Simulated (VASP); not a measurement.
Write the native input for VASP 6.6.1 that does the following.

- Task: single point
- Functional: r2SCAN
- Potentials or basis: VASP PAW PBE potentials, release 64 (Pb_d)
- Cutoff: 520 eV
- k mesh: 14 × 14 × 14
- Occupations: gaussian, width 0.1 eV
- Spin: no spin polarisation
- Dipole correction: no
- Further INCAR settings: ALGO = Normal; EDIFF = 1e-06; NBANDS = 13

Pb:

```
Pb
1.0
     0.00000    2.39360    2.39360
     2.39360    0.00000    2.39360
     2.39360    2.39360    0.00000
Pb
1
Direct
  0.00000 0.00000 0.00000
```

This cell differs from its parent crystal: volume scaled by 0.88.

The input as run:

POSCAR

```
Pb
1.0
    0.0000000000      2.3935960250      2.3935960250
    2.3935960250      0.0000000000      2.3935960250
    2.3935960250      2.3935960250      0.0000000000
Pb
1
Direct
    0.0000000000      0.0000000000      0.0000000000
```

INCAR.step1

```
SYSTEM = Pb
PREC = Accurate
ENCUT = 520
ISMEAR = 0
SIGMA = 0.1
LREAL = .FALSE.
LASPH = .TRUE.
NELM = 80
NBANDS = 13
GGA = PE
ALGO = Normal
EDIFF = 1E-4
LWAVE = .TRUE.
LCHARG = .FALSE.
```

INCAR.step2

```
SYSTEM = Pb
PREC = Accurate
ENCUT = 520
EDIFF = 1E-6
ISMEAR = 0
SIGMA = 0.1
LREAL = .FALSE.
LASPH = .TRUE.
NELM = 80
ALGO = Normal
ISIF = 2
LWAVE = .FALSE.
LCHARG = .TRUE.
METAGGA = R2SCAN
LMIXTAU = .TRUE.
LELF = .TRUE.
LVHAR = .TRUE.
NBANDS = 13
ISTART = 1
```

KPOINTS

```
regular mesh
0
G
  14 14 14
  0 0 0
```

Potentials or basis: VASP PAW PBE potentials, release 64 (Pb_d).

Launch:

```sh
$ cat potpaw_PBE.64/Pb_d/POTCAR > POTCAR
$ cp INCAR.step1 INCAR
$ mpirun -np 1 vasp_std > vasp.out
$ cp INCAR.step2 INCAR
$ mpirun -np 1 vasp_std > vasp.out
```

Results of the run:

* Pressure: 7.8 GPa
* Band gap on the k mesh: zero (band 7 reaches 17.01 eV, above the bottom of band 8 at 6.61 eV)

Caveat: the PAW data sets were made with another functional, which shifts forces and pressure a little; spin-orbit coupling is left out, which moves the levels of the heavy elements.

Run time: 65 s on 1 thread of Intel(R) Xeon(R) 6975P-C (Granite Rapids), with other jobs on the host, peak memory 0.18 GiB.
